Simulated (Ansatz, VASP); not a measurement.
# Na: VASP beside Ansatz

File INCAR:

```
SYSTEM = Na
PREC = Accurate ; ENCUT = 520
EDIFF = 1E-7 ; ISMEAR = -1
SIGMA = 0.05 ; LREAL = .False.
LASPH = .True. ; NELM = 100
ALGO = Normal ; ISIF = 2
LWAVE = .False. ; LCHARG = .False.
GGA = PS ; NBANDS = 10
```

The input KPOINTS:

```
regular mesh
0
Gamma
  12 12 12
  0 0 0
```

Contents of POSCAR:

```
Na
1.0
   -2.1598500000      2.1175000000      2.1175000000
    2.1175000000     -2.1598500000      2.1175000000
    2.1175000000      2.1175000000     -2.1598500000
Na
1
Direct
    0.0000000000      0.0000000000      0.0000000000
```

Input for Ansatz:

```yaml
crystal:
  lattice:
    - [-2.15985, 2.1175, 2.1175]
    - [2.1175, -2.15985, 2.1175]
    - [2.1175, 2.1175, -2.15985]
  atoms:
    - { symbol: Na, position: [0.0, 0.0, 0.0] }
kpoints:
  mp_grid: { grid: [12, 12, 12] }
  band_path:
    path:
      - [0.0, 0.0, 0.0]
      - [0.0, 0.0, 0.5]
      - [-0.5, 0.5, 0.5]
      - [-0.7548769728, 0.2451230272, 0.2451230272]
      - [0.2451230272, 0.2451230272, 0.2451230272]
      - [0.0, 0.0, 0.0]
      - [-0.5, 0.0, 0.5]
    npoints: 5
scf:
  occupations: { method: fermi_dirac, width: 0.05 }
hamiltonian:
  xc: pbesol
  pseudopotentials: { kind: all_electron, lapw: { basis_error: 0.00025 } }
output:
  forces: true
  stress: true
  eigenvalues: true
```

Change from the starting cell: equal xy, yz and zx shear strains of -2 %.

Alike in both runs: task single point; functional PBEsol; k mesh 12 × 12 × 12; occupations fermi-dirac, width 0.05 eV; no spin polarisation.

```csv
,VASP,Ansatz
version,VASP 6.6.1,Ansatz 0.2.0
potentials or method,"VASP PAW PBE potentials, release 64 (Na_pv), cutoff 520 eV","all-electron LAPW, scalar-relativistic"
```

```tsv
	VASP	Ansatz	Ansatz less VASP
pressure (GPa)	-0.3	-0.3	0.00
traceless stress, the component that is largest in VASP (GPa)	0.09	0.09	-0.002
```

VASP's potentials were made for PBE, not for PBEsol. Ansatz ran all-electron here, and VASP with PAW potentials.
